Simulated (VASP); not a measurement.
Here is a VASP 6.6.1 calculation.

File INCAR:

```
SYSTEM = SiC
PREC = Accurate
ENCUT = 600
EDIFF = 1E-6
ISMEAR = 0
SIGMA = 0.1
LREAL = .False.
LASPH = .True.
NELM = 80
ALGO = Normal
ISIF = 3
LWAVE = .False.
LCHARG = .False.
GGA = PE
IBRION = 2
NSW = 100
EDIFFG = -0.01
```

File KPOINTS:

```
Automatic mesh
0
Gamma
  24 24 22
  0 0 0
```

The input POSCAR:

```
SiC
1.0
    2.8646978695      0.0000000000      0.0000000000
   -1.4323489348      2.4809011292      0.0000000000
    0.0000000000      0.0000000000      2.5581102494
Si C
1 1
Direct
    0.3333333333      0.6666666667      0.0000000000
    0.6666666667      0.3333333333      0.5000000000
```

Potentials or basis: VASP PAW PBE potentials, release 64 (Si, C).

Launch:

```bash
$ cat potpaw_PBE.64/Si/POTCAR potpaw_PBE.64/C/POTCAR > POTCAR
$ mpirun -np 1 vasp_std > vasp.out
```

**Question.** Predict the band gap on the k mesh.

**Answer.** Zero (band 4 reaches 12.46 eV, above the bottom of band 5 at 7.99 eV).

**Question.** Estimate the relaxed cell.

**Answer.** a = 2.863 Å, b = 2.863 Å, c = 2.571 Å, α = 90.00°, β = 90.00°, γ = 120.00°.

**Question.** Estimate the space group after relaxing (to 0.05 Å).

**Answer.** P-6m2 (No. 187).

Step by step:
| step | energy change (eV) | largest force (eV/Å) | pressure (GPa) | volume (Å³) |
| --- | --- | --- | --- | --- |
| 1 | 0.0000 | 0.0000 | 1.02 | 18.18 |
| 2 | -0.0005 | 0.0000 | -0.91 | 18.33 |
| 3 | -0.0008 | 0.0000 | -0.20 | 18.28 |
| 4 | -0.0008 | 0.0000 | 0.04 | 18.25 |
